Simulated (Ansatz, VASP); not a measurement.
**Two plane-wave programs on HfO2**

```
CELL_PARAMETERS angstrom
2.52916 -2.52916 0.00000
2.52916 0.00000 -2.52916
6.79037 6.79037 6.79037
ATOMIC_POSITIONS crystal
Hf 0.00000 0.00000 0.62078
Hf 0.33333 0.33333 0.37248
Hf 0.66667 0.66667 0.12417
O 0.66667 0.66667 0.31040
O 0.00000 0.00000 0.06209
O 0.33333 0.33333 0.55871
O 0.66667 0.66667 0.68286
O 0.00000 0.00000 0.43455
O 0.33333 0.33333 0.18624
```

Alike in both runs: task single point; functional r2SCAN; k mesh 7 × 7 × 3; occupations gaussian, width 0.05 eV; no spin polarisation.

|  | VASP | Ansatz |
| --- | --- | --- |
| version | VASP 6.6.1 | Ansatz 0.2.0 |
| potentials or method | VASP PAW PBE potentials, release 64 (Hf_pv, O), cutoff 520 eV | scalar-relativistic, plane waves, PAW |
| valence electrons in the cell | 66 | 114 |

|  | VASP | Ansatz | Ansatz less VASP |
| --- | --- | --- | --- |
| gap on the k mesh at the Fermi level (eV) | 4.76 | 4.77 | +0.016 |
| least direct gap on the mesh (eV) | 4.81 | 4.81 | +0.001 |
| pressure (GPa) | -10.1 | -7.3 | +2.73 |
| traceless stress, the component that is largest in VASP (GPa) | 2.75 | 2.47 | -0.280 |
| rms of the force components (eV/Å) | 0.368 | 0.351 | -0.0166 |

VASP's potentials were made for PBE, not for r2SCAN. Atom by atom the forces differ by 0.051 eV/Å (rms over components). With one functional, cell and mesh, what is left measures potentials, basis and numerics. VASP's potentials hold 66 valence electrons a cell and Ansatz's 114, so a difference there can come from the potentials and not from the codes.

Neither program's run includes spin-orbit coupling.
